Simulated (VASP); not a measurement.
# Ta (P6_3/mmc) in VASP: single point with PBEsol

Aim: the single point of Ta with PBEsol.

All numbers are computed with VASP 6.6.1; they aren't measurements. Logs are shortened: lines on timing, memory, paths and dates and some standing lists are left out, and cuts for length are marked.

## Step 1: The cell of the first run

Symmetry: P6_3/mmc, No. 194, hexagonal system. The conventional cell has a = 2.900 Å, b = 2.900 Å, c = 5.166 Å, α = 90.00°, β = 90.00°, γ = 120.00°. Ta (site symmetry -6m2) has 12 Ta at 2.90 to 3.08 Å within 3.8 Å.

## Step 2: Single point, PBEsol

INCAR reads:

```
PREC = Accurate
ENCUT = 520
EDIFF = 1E-6
ISMEAR = -1
SIGMA = 0.1
LREAL = False
LASPH = True
NELM = 80
ALGO = Normal
ISIF = 2
LWAVE = False
LCHARG = True
GGA = PS
LELF = True
LVHAR = True
NBANDS = 18
```

KPOINTS reads:

```
Automatic mesh
0
Gamma
  12 12 6
```

POSCAR reads:

```
Ta
1.0
    2.9003720000      0.0000000000      0.0000000000
   -1.4501860000      2.5117960000      0.0000000000
    0.0000000000      0.0000000000      5.1662740000
Ta
2
Direct
    0.6666666667      0.3333333333      0.7500000000
    0.3333333333      0.6666666667      0.2500000000
```

Potentials or basis: VASP PAW PBE potentials, release 64 (Ta_pv).

Launch:

```console
$ cat potpaw_PBE.64/Ta_pv/POTCAR > POTCAR
$ mpirun -np 1 vasp_std > vasp.out
```

OUTCAR:

```text
PREC = Accurate
   ENCUT = 520
   EDIFF = 1E-6
   ISMEAR = -1
   LREAL = False
   LASPH = True
   NELM = 80
   ISIF = 2
   GGA = PS

 ion  position               nearest neighbor table
   1  0.667  0.333  0.750-   2 3.08   2 3.08   2 3.08   2 3.08   2 3.08   2 3.08
   2  0.333  0.667  0.250-   1 3.08   1 3.08   1 3.08   1 3.08   1 3.08   1 3.08

  LATTYP: Found a hexagonal cell.
 ALAT       =     2.9003720000
 C/A-ratio  =     1.7812453023

  Lattice vectors:

 A1 = (   2.9003720000,   0.0000000000,   0.0000000000)
 A2 = (  -1.4501860000,   2.5117960000,   0.0000000000)
 A3 = (   0.0000000000,   0.0000000000,   5.1662740000)

Analysis of symmetry for initial positions (statically):
=====================================================================
 Subroutine PRICEL returns:
 Original cell was already a primitive cell.

 Routine SETGRP: Setting up the symmetry group for a
 hexagonal supercell.

 Subroutine GETGRP returns: Found 24 space group operations
 (whereof 12 operations were pure point group operations)
 out of a pool of 24 trial point group operations.

The static configuration has the point symmetry D_3d.
 The point group associated with its full space group is D_6h.

Analysis of symmetry for dynamics (positions and initial velocities):
=====================================================================
 Subroutine PRICEL returns:
 Original cell was already a primitive cell.

 Routine SETGRP: Setting up the symmetry group for a
 hexagonal supercell.

 Subroutine GETGRP returns: Found 24 space group operations
 (whereof 12 operations were pure point group operations)
 out of a pool of 24 trial point group operations.

The dynamic configuration has the point symmetry D_3d.
 The point group associated with its full space group is D_6h.

 Subroutine INISYM returns: Found 24 space group operations
 (whereof 12 operations are pure point group operations),
 and found     1 'primitive' translations

----------------------------------------------------------------------------------------

                                     Primitive cell

  volume of cell :      37.6370

  direct lattice vectors                    reciprocal lattice vectors
     2.900372000  0.000000000  0.000000000     0.344783359  0.199060752  0.000000000
[... 76 lines left out ...]
 SYSTEM =  unknown system
   PREC   = accura    normal or accurate (medium, high low for compatibility)
   ISTART =      0    job   : 0-new  1-cont  2-samecut
   ICHARG =      2    charge: 1-file 2-atom 10-const
   ISPIN  =      1    spin polarized calculation?
   LNONCOLLINEAR =      F non collinear calculations
   LSORBIT =      F    spin-orbit coupling
   LASPH  =      T    aspherical Exc in radial PAW
   ENCUT  =  520.0 eV  38.22 Ry    6.18 a.u.   5.39  5.39  9.61*2*pi/ulx,y,z
   NELM   =     80;   NELMIN=  2; NELMDL= -5     # of ELM steps
   EDIFF  = 0.1E-05   stopping-criterion for ELM
   LREAL  =      F    real-space projection
   EDIFFG = 0.1E-04   stopping-criterion for IOM
   NSW    =      0    number of steps for IOM
   IBRION =     -1    ionic relax: 0-MD 1-quasi-New 2-CG
   NFREE  =      0    steps in history (QN), initial steepest desc. (CG)
   ISIF   =      2    stress and relaxation
   ISYM   =      2    0-nonsym 1-usesym 2-fastsym
   POTIM  = 0.5000    time-step for ionic-motion
   TEBEG  =    0.0;   TEEND  =   0.0 temperature during run
   PSTRESS=    0.0 pullay stress
   NELECT =      22.0000    total number of electrons
   NUPDOWN=      -1.0000    fix difference up-down
   EMIN   =  10.00;   EMAX   =-10.00  energy-range for DOS
   EFERMI =   0.00;   METHOD = LEGACY
   ISMEAR =    -1;   SIGMA  =   0.10  broadening in eV -4-tet -1-fermi 0-gaus
   EFERMI_NEDOS =   21; number of points for ismear=-14 and -15
   IALGO  =     38    algorithm
   IMIX   =      4    mixing-type and parameters
     AMIX     =   0.40;   BMIX     =  1.00
     AMIX_MAG =   1.60;   BMIX_MAG =  1.00
  volume/ion in A,a.u.               =      18.82       126.99
  Fermi-wavevector in a.u.,A,eV,Ry     =   1.368812  2.586680 25.492516  1.873647
  Thomas-Fermi vector in A             =   2.494743
   LORBIT       =      0    0 simple, 1 ext, 2 COOP (PROOUT), +10 PAW based schemes
   GGA     = PS    functional components
   LHFCALC =     F    Hartree Fock is set to
   AEXX    =    0.0000 exact exchange contribution
   IVDW    =     0    specifies the selected vdW correction
   LEPSILON=     F    determine dielectric tensor
   LRPA    =     F    only Hartree local field effects (RPA)
 non-spin polarized calculation
  energy-cutoff  :      520.00
  volume of cell :       37.64
 maximum number of plane-waves:      1045
 NGX is ok and might be reduce to    24
   NGX = 11   NGY = 11   NGZ = 19

 number of electron      22.0000003 magnetization

 Free energy of the ion-electron system (eV)
  ---------------------------------------------------
  ext. energy  EPLUGINS =         0.00000000
  ---------------------------------------------------
  free energy    TOTEN  =       -24.52493487 eV

  energy without entropy =      -24.44045929  energy(sigma->0) =      -24.48269708

 E-fermi :   5.3829     XC(G=0): -12.4928

 val. band max:        5.3421050290   @ k =   0.3333  -0.0000   0.0000
 cond. band min:       5.4114677881   @ k =   0.1667   0.0833   0.3333
 fundamental gap:      0.0693627591
 Fermi energy:         5.3828853673

 k-point     1 :       0.0000    0.0000    0.0000
  band No.  band energies     occupation
      1     -29.1212      2.00000
      2     -28.3076      2.00000
      3     -28.1897      2.00000
      4     -28.1897      2.00000
      5     -28.1076      2.00000
      6     -28.1076      2.00000
[... 481 lines left out ...]
      5     -28.3861      2.00000
      6     -28.2699      2.00000
[... 10 lines left out ...]
     17      10.8175      0.00000
     18      12.4428      0.00000

 [... further k-points ...]
[... 5 lines left out ...]
  --------------------------------------------------------------------------------------
  -------------------------------------------------------------------------------------
  Total       -1.6948455     -1.6948458     -1.5278199      0.0000000      0.0000000     -0.0000000
  in kB      -72.1481504    -72.1481601    -65.0380088      0.0000000      0.0000000     -0.0000000
  external PRESSURE =     -69.7781064 kB  Pullay stress =       0.0000000 kB

 VOLUME and BASIS-vectors are now :
 -----------------------------------------------------------------------------
  energy-cutoff  :      520.00
  volume of cell :       37.64
      direct lattice vectors                 reciprocal lattice vectors
     2.900372000  0.000000000  0.000000000     0.344783359  0.199060752  0.000000000
    -1.450186000  2.511796000  0.000000000     0.000000000  0.398121503  0.000000000
     0.000000000  0.000000000  5.166274000     0.000000000  0.000000000  0.193563098

 POSITION                                       TOTAL-FORCE (eV/Angst)
 -----------------------------------------------------------------------------------
      1.45019      0.83727      3.87471        -0.000000      0.000000      0.000000
     -0.00000      1.67453      1.29157         0.000000     -0.000000      0.000000
 -----------------------------------------------------------------------------------
    total drift:                                0.000000     -0.000000      0.000000

  FREE ENERGIE OF THE ION-ELECTRON SYSTEM (eV)
  ---------------------------------------------------
  free  energy   TOTEN  =       -24.5249348744 eV

  energy  without entropy=      -24.4404592922  energy(sigma->0) =      -24.48269708
```

stdout:

```text
POSCAR found type information on POSCAR Ta
 POSCAR found :  1 types and       2 ions
 scaLAPACK will be used
 -----------------------------------------------------------------------------
|                                                                             |
|                                                                             |
|     You enforced a specific xc type in the INCAR file but a different       |
|     I HOPE YOU KNOW WHAT YOU ARE DOING!                                     |
|                                                                             |
 -----------------------------------------------------------------------------

 LDA part: xc-table for (Slater+PW92), standard interpolation
 POSCAR, INCAR and KPOINTS ok, starting setup
 FFT: planning ... GRIDC
 FFT: planning ... GRID_SOFT
 FFT: planning ... GRID
 WAVECAR not read
 entering main loop
```

Run time: 39 s. Hardware: 1 thread of AMD EPYC 7R13 (Zen 3), shared host; peak memory 0.16 GiB.

Results:

```
Free energy            : -24.5249 eV
Pressure               : -7.0 GPa
Band gap on the k mesh : zero (band 11 reaches 6.88 eV, above the bottom of band 12 at 4.68 eV)
```

Stress tensor (GPa, compression positive):
```
-7.21  0.00  0.00
 0.00 -7.21  0.00
 0.00  0.00 -6.50
```

Caveat: the PAW data sets were made with another functional, which shifts forces and pressure a little; spin-orbit coupling is left out, which moves the levels of the heavy elements.
